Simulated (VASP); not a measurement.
# TiSi2 (P4/mmm) in VASP: further runs

Runs on TiSi2. Level: PBE. Tasks: single point, relaxation of cell and atoms.

Everything below comes from runs of VASP 6.6.1. Logs are shortened: lines on timing, memory, paths and dates and some standing lists are left out, and cuts for length are marked.

## Step 1: The cell of the first run

It takes space group P4/mmm (No. 123, tetragonal). Conventional cell: a = 3.568 Å, b = 3.568 Å, c = 3.699 Å, α = 90.00°, β = 90.00°, γ = 90.00°. Within 2.5 Å of Ti (site symmetry 4/mmm) lie 2 Si at 1.85 Å. Si (site symmetry 4/mmm) has 4 Si at 2.52 Å and 8 Ti at 3.13 Å within 3.3 Å. Within 2.5 Å of Si (site symmetry 4/mmm) lie 2 Ti at 1.85 Å.

## Step 2: Single point, PBE

Input file INCAR:

```
SYSTEM = TiSi2
PREC = Accurate
ENCUT = 520
EDIFF = 1E-6
ISMEAR = 0
SIGMA = 0.1
LREAL = .False.
LASPH = .True.
NELM = 100
ALGO = Normal
ISIF = 2
LWAVE = .False.
LCHARG = .False.
GGA = PE
NBANDS = 17
```

Input file KPOINTS:

```
regular mesh
0
Gamma
  6 6 6
  0 0 0
```

Input file POSCAR:

```
TiSi2
1.0
    3.5684730400      0.0000000000      0.0000000000
    0.0000000000      3.5684730400      0.0000000000
    0.0000000000      0.0000000000      3.6986324800
Ti Si
1 2
Direct
    0.0000000000      0.0000000000      0.5000000000
    0.5000000000      0.5000000000      0.0000000000
    0.0000000000      0.0000000000      0.0000000000
```

Potentials or basis: VASP PAW PBE potentials, release 64 (Ti_sv, Si).

The run is started by

```sh
cat potpaw_PBE.64/Ti_sv/POTCAR potpaw_PBE.64/Si/POTCAR > POTCAR
mpirun -np 1 vasp_std > vasp.out
```

OUTCAR:

```text
SYSTEM = TiSi2
   PREC = Accurate
   ENCUT = 520
   EDIFF = 1E-6
   ISMEAR = 0
   LREAL = .False.
   LASPH = .True.
   NELM = 100
   ISIF = 2
   GGA = PE

 ion  position               nearest neighbor table
   1  0.000  0.000  0.500-   3 1.85   3 1.85
   2  0.500  0.500  0.000-   3 2.52   3 2.52   3 2.52   3 2.52
   3  0.000  0.000  0.000-   1 1.85   1 1.85   2 2.52   2 2.52   2 2.52   2 2.52

  LATTYP: Found a simple tetragonal cell.
 ALAT       =     3.5684730400
 C/A-ratio  =     1.0364748279

  Lattice vectors:

 A1 = (   3.5684730400,   0.0000000000,   0.0000000000)
 A2 = (   0.0000000000,   3.5684730400,   0.0000000000)
 A3 = (   0.0000000000,   0.0000000000,   3.6986324800)

Analysis of symmetry for initial positions (statically):
=====================================================================
 Subroutine PRICEL returns:
 Original cell was already a primitive cell.

 Routine SETGRP: Setting up the symmetry group for a
 simple tetragonal supercell.

 Subroutine GETGRP returns: Found 16 space group operations
 (whereof 16 operations were pure point group operations)
 out of a pool of 16 trial point group operations.

The static configuration has the point symmetry D_4h.

Analysis of symmetry for dynamics (positions and initial velocities):
=====================================================================
 Subroutine PRICEL returns:
 Original cell was already a primitive cell.

 Routine SETGRP: Setting up the symmetry group for a
 simple tetragonal supercell.

 Subroutine GETGRP returns: Found 16 space group operations
 (whereof 16 operations were pure point group operations)
 out of a pool of 16 trial point group operations.

The dynamic configuration has the point symmetry D_4h.

 Subroutine INISYM returns: Found 16 space group operations
 (whereof 16 operations are pure point group operations),
 and found     1 'primitive' translations

----------------------------------------------------------------------------------------

                                     Primitive cell

  volume of cell :      47.0984

  direct lattice vectors                    reciprocal lattice vectors
     3.568473040  0.000000000  0.000000000     0.280231906  0.000000000  0.000000000
     0.000000000  3.568473040  0.000000000     0.000000000  0.280231906  0.000000000
     0.000000000  0.000000000  3.698632480     0.000000000  0.000000000  0.270370199

  length of vectors
     3.568473040  3.568473040  3.698632480     0.280231906  0.280231906  0.270370199

  position of ions in fractional coordinates (direct lattice)
     0.000000000  0.000000000  0.500000000
     0.500000000  0.500000000  0.000000000
     0.000000000  0.000000000  0.000000000

  ion indices of the primitive-cell ions
   primitive index   ion index
                 1           1
                 2           2
                 3           3

----------------------------------------------------------------------------------------

 KPOINTS: regular mesh

Automatic generation of k-mesh.
 Grid dimensions read from file:
 generate k-points for:    6    6    6

 Generating k-lattice:

  Cartesian coordinates                     Fractional coordinates (reciprocal lattice)
     0.046705318  0.000000000  0.000000000     0.166666667  0.000000000  0.000000000
     0.000000000  0.046705318  0.000000000     0.000000000  0.166666667  0.000000000
     0.000000000  0.000000000  0.045061700     0.000000000  0.000000000  0.166666667

  Length of vectors
     0.046705318  0.046705318  0.045061700

  Shift w.r.t. Gamma in fractional coordinates (k-lattice)
     0.000000000  0.000000000  0.000000000

 Subroutine IBZKPT returns following result:
 ===========================================

 Found     40 irreducible k-points:

 Following reciprocal coordinates:
            Coordinates               Weight
  0.000000  0.000000  0.000000      1.000000
  0.166667  0.000000  0.000000      4.000000
  0.333333  0.000000  0.000000      4.000000
  0.500000  0.000000  0.000000      2.000000
  0.166667  0.166667  0.000000      4.000000
  0.333333  0.166667  0.000000      8.000000
[... 16 lines left out ...]
  0.333333  0.000000  0.333333      8.000000
  0.500000  0.000000  0.333333      4.000000
 [... further k-points ...]
   k-points           NKPTS =     40   k-points in BZ     NKDIM =     40   number of bands    NBANDS=     17
   number of dos      NEDOS =    301   number of ions     NIONS =      3
   total plane-waves  NPLWV =  21952
   dimension x,y,z NGX =    28 NGY =   28 NGZ =   28
   dimension x,y,z NGXF=    56 NGYF=   56 NGZF=   56
   ions per type =               1   2
   NGX,Y,Z   is equivalent  to a cutoff of  13.04, 13.04, 12.59 a.u.
   NGXF,Y,Z  is equivalent  to a cutoff of  26.09, 26.09, 25.17 a.u.
 SYSTEM =  TiSi2
   PREC   = accura    normal or accurate (medium, high low for compatibility)
   ISTART =      0    job   : 0-new  1-cont  2-samecut
   ICHARG =      2    charge: 1-file 2-atom 10-const
   ISPIN  =      1    spin polarized calculation?
   LNONCOLLINEAR =      F non collinear calculations
   LSORBIT =      F    spin-orbit coupling
   LASPH  =      T    aspherical Exc in radial PAW
   ENCUT  =  520.0 eV  38.22 Ry    6.18 a.u.   6.63  6.63  6.88*2*pi/ulx,y,z
   NELM   =    100;   NELMIN=  2; NELMDL= -5     # of ELM steps
   EDIFF  = 0.1E-05   stopping-criterion for ELM
   LREAL  =      F    real-space projection
   EDIFFG = 0.1E-04   stopping-criterion for IOM
   NSW    =      0    number of steps for IOM
   IBRION =     -1    ionic relax: 0-MD 1-quasi-New 2-CG
   NFREE  =      0    steps in history (QN), initial steepest desc. (CG)
   ISIF   =      2    stress and relaxation
   ISYM   =      2    0-nonsym 1-usesym 2-fastsym
   POTIM  = 0.5000    time-step for ionic-motion
   TEBEG  =    0.0;   TEEND  =   0.0 temperature during run
   PSTRESS=    0.0 pullay stress
   NELECT =      20.0000    total number of electrons
   NUPDOWN=      -1.0000    fix difference up-down
   EMIN   =  10.00;   EMAX   =-10.00  energy-range for DOS
   EFERMI =   0.00;   METHOD = LEGACY
   ISMEAR =     0;   SIGMA  =   0.10  broadening in eV -4-tet -1-fermi 0-gaus
   EFERMI_NEDOS =   21; number of points for ismear=-14 and -15
   IALGO  =     38    algorithm
   IMIX   =      4    mixing-type and parameters
     AMIX     =   0.40;   BMIX     =  1.00
     AMIX_MAG =   1.60;   BMIX_MAG =  1.00
  volume/ion in A,a.u.               =      15.70       105.95
  Fermi-wavevector in a.u.,A,eV,Ry     =   1.230503  2.325314 20.601107  1.514139
  Thomas-Fermi vector in A             =   2.365349
   LORBIT       =      0    0 simple, 1 ext, 2 COOP (PROOUT), +10 PAW based schemes
   GGA     = PE    functional components
   LHFCALC =     F    Hartree Fock is set to
   AEXX    =    0.0000 exact exchange contribution
   IVDW    =     0    specifies the selected vdW correction
   LEPSILON=     F    determine dielectric tensor
   LRPA    =     F    only Hartree local field effects (RPA)
 non-spin polarized calculation
 Gauss-broadening in eV      SIGMA  =   0.10
  energy-cutoff  :      520.00
  volume of cell :       47.10
 maximum number of plane-waves:      1293
 NGX is ok and might be reduce to    28
   NGX = 13   NGY = 13   NGZ = 13

 number of electron      19.9999998 magnetization

 Free energy of the ion-electron system (eV)
  ---------------------------------------------------
  ext. energy  EPLUGINS =         0.00000000
  ---------------------------------------------------
  free energy    TOTEN  =       -11.92187836 eV

  energy without entropy =      -11.90878050  energy(sigma->0) =      -11.91532943

 E-fermi :   8.7844     XC(G=0): -10.9251

 val. band max:        8.7722306615   @ k =   0.0000   0.0000   0.0000
 cond. band min:       8.8010055393   @ k =   0.3333   0.1667   0.5000
 fundamental gap:      0.0287748778
 Fermi energy:         8.7843564035

 k-point     1 :       0.0000    0.0000    0.0000
  band No.  band energies     occupation
      1     -47.3577      2.00000
      2     -24.3444      2.00000
      3     -23.6034      2.00000
      4     -23.6034      2.00000
      5      -3.4142      2.00000
      6       4.7249      2.00000
[... 9 lines left out ...]
     16      13.8232      0.00000
     17      16.5778      0.00000

 k-point     2 :       0.1667    0.0000    0.0000
  band No.  band energies     occupation
      1     -47.3569      2.00000
      2     -24.3430      2.00000
      3     -23.6164      2.00000
      4     -23.6023      2.00000
      5      -3.1009      2.00000
      6       3.5207      2.00000
[... 9 lines left out ...]
     16      14.6961      0.00000
     17      14.9228      0.00000

 k-point     3 :       0.3333    0.0000    0.0000
  band No.  band energies     occupation
      1     -47.3554      2.00000
      2     -24.3403      2.00000
      3     -23.6422      2.00000
      4     -23.6001      2.00000
      5      -2.1800      2.00000
      6       1.3300      2.00000
[... 9 lines left out ...]
     16      13.2210      0.00000
     17      14.0792      0.00000

 k-point     4 :       0.5000    0.0000    0.0000
  band No.  band energies     occupation
      1     -47.3546      2.00000
      2     -24.3390      2.00000
      3     -23.6550      2.00000
      4     -23.5990      2.00000
      5      -0.9121      2.00000
      6      -0.4174      2.00000
[... 9 lines left out ...]
     16      12.9026      0.00000
     17      13.7562      0.00000

 k-point     5 :       0.1667    0.1667    0.0000
  band No.  band energies     occupation
      1     -47.3562      2.00000
      2     -24.3417      2.00000
      3     -23.6155      2.00000
      4     -23.6148      2.00000
      5      -2.7915      2.00000
      6       3.2693      2.00000
[... 9 lines left out ...]
     16      14.7775      0.00000
     17      15.1586      0.00000

 k-point     6 :       0.3333    0.1667    0.0000
  band No.  band energies     occupation
      1     -47.3546      2.00000
      2     -24.3390      2.00000
      3     -23.6407      2.00000
      4     -23.6127      2.00000
      5      -1.8825      2.00000
      6       1.5374      2.00000
[... 9 lines left out ...]
     16      13.7709      0.00000
     17      14.4829      0.00000

 k-point     7 :       0.5000    0.1667    0.0000
  band No.  band energies     occupation
      1     -47.3538      2.00000
      2     -24.3377      2.00000
      3     -23.6535      2.00000
      4     -23.6115      2.00000
      5      -0.6346      2.00000
      6      -0.1495      2.00000
[... 9 lines left out ...]
     16      12.9751      0.00000
     17      15.3258      0.00000

 k-point     8 :       0.3333    0.3333    0.0000
  band No.  band energies     occupation
      1     -47.3531      2.00000
      2     -24.3364      2.00000
      3     -23.6382      2.00000
      4     -23.6375      2.00000
      5      -1.0148      2.00000
      6       1.7074      2.00000
[... 9 lines left out ...]
     16      14.1664      0.00000
     17      16.8105      0.00000
[... 203 lines left out ...]
      1     -47.3484      2.00000
      2     -24.3700      2.00000
      3     -23.6496      2.00000
      4     -23.6358      2.00000
      5       0.4873      2.00000
      6       0.7265      2.00000
[... 9 lines left out ...]
     16      15.0864      0.00000
     17      16.3952      0.00000

 k-point    20 :       0.5000    0.5000    0.1667
  band No.  band energies     occupation
      1     -47.3476      2.00000
      2     -24.3686      2.00000
      3     -23.6481      2.00000
      4     -23.6481      2.00000
      5       1.2389      2.00000
      6       1.6355      2.00000
[... 9 lines left out ...]
     16      15.0009      0.00000
     17      15.0009      0.00000

 k-point    21 :       0.0000    0.0000    0.3333
  band No.  band energies     occupation
      1     -47.3459      2.00000
      2     -24.4522      2.00000
      3     -23.6024      2.00000
      4     -23.6024      2.00000
      5      -2.4543      2.00000
      6       4.1380      2.00000
[... 9 lines left out ...]
     16      15.8212      0.00000
     17      16.0667      0.00000

 k-point    22 :       0.1667    0.0000    0.3333
  band No.  band energies     occupation
      1     -47.3451      2.00000
      2     -24.4503      2.00000
      3     -23.6150      2.00000
      4     -23.6014      2.00000
      5      -2.1716      2.00000
      6       3.9571      2.00000
[... 9 lines left out ...]
     16      14.5617      0.00000
     17      14.7049      0.00000

 k-point    23 :       0.3333    0.0000    0.3333
  band No.  band energies     occupation
      1     -47.3436      2.00000
      2     -24.4465      2.00000
      3     -23.6400      2.00000
      4     -23.5992      2.00000
      5      -1.3384      2.00000
      6       1.9092      2.00000
[... 9 lines left out ...]
     16      13.6163      0.00000
     17      15.0724      0.00000

 k-point    24 :       0.5000    0.0000    0.3333
  band No.  band energies     occupation
      1     -47.3428      2.00000
      2     -24.4446      2.00000
      3     -23.6525      2.00000
      4     -23.5982      2.00000
      5      -0.2212      2.00000
      6       0.3361      2.00000
[... 9 lines left out ...]
     16      13.5992      0.00000
     17      13.7627      0.00000

 [... further k-points ...]

------------------------ aborting loop because EDIFF is reached ----------------------------------------

  FORCE on cell =-STRESS in cart. coord.  units (eV):
  Direction    XX          YY          ZZ          XY          YZ          ZX
  --------------------------------------------------------------------------------------
  -------------------------------------------------------------------------------------
  Total       -4.0344808     -4.0344808     40.9566780      0.0000000      0.0000000      0.0000000
  in kB     -137.2436377   -137.2436377   1393.2507552      0.0000000      0.0000000      0.0000000
  external PRESSURE =     372.9211599 kB  Pullay stress =       0.0000000 kB

 VOLUME and BASIS-vectors are now :
 -----------------------------------------------------------------------------
  energy-cutoff  :      520.00
  volume of cell :       47.10
      direct lattice vectors                 reciprocal lattice vectors
     3.568473040  0.000000000  0.000000000     0.280231906  0.000000000  0.000000000
     0.000000000  3.568473040  0.000000000     0.000000000  0.280231906  0.000000000
     0.000000000  0.000000000  3.698632480     0.000000000  0.000000000  0.270370199

 POSITION                                       TOTAL-FORCE (eV/Angst)
 -----------------------------------------------------------------------------------
      0.00000      0.00000      1.84932         0.000000      0.000000      0.000000
      1.78424      1.78424      0.00000         0.000000      0.000000      0.000000
      0.00000      0.00000      0.00000         0.000000      0.000000      0.000000
 -----------------------------------------------------------------------------------
    total drift:                               -0.000000     -0.000000      0.000000

  FREE ENERGIE OF THE ION-ELECTRON SYSTEM (eV)
  ---------------------------------------------------
  free  energy   TOTEN  =       -11.9218783614 eV

  energy  without entropy=      -11.9087804953  energy(sigma->0) =      -11.91532943
```

Run time: 13 s. Hardware: 1 thread of Intel Xeon 6975P-C (Granite Rapids), shared host; peak memory 0.17 GiB.

Results:

| Quantity | Value |
| --- | --- |
| Free energy | -11.9219 eV |
| Pressure | 37.3 GPa |
| Band gap on the k mesh | zero (band 10 reaches 9.08 eV, above the bottom of band 11 at 8.22 eV) |

Stress tensor (GPa, compression positive):
```
-13.72   0.00   0.00
  0.00 -13.72   0.00
  0.00   0.00 139.33
```

(Part 1 of 3 ends here.)
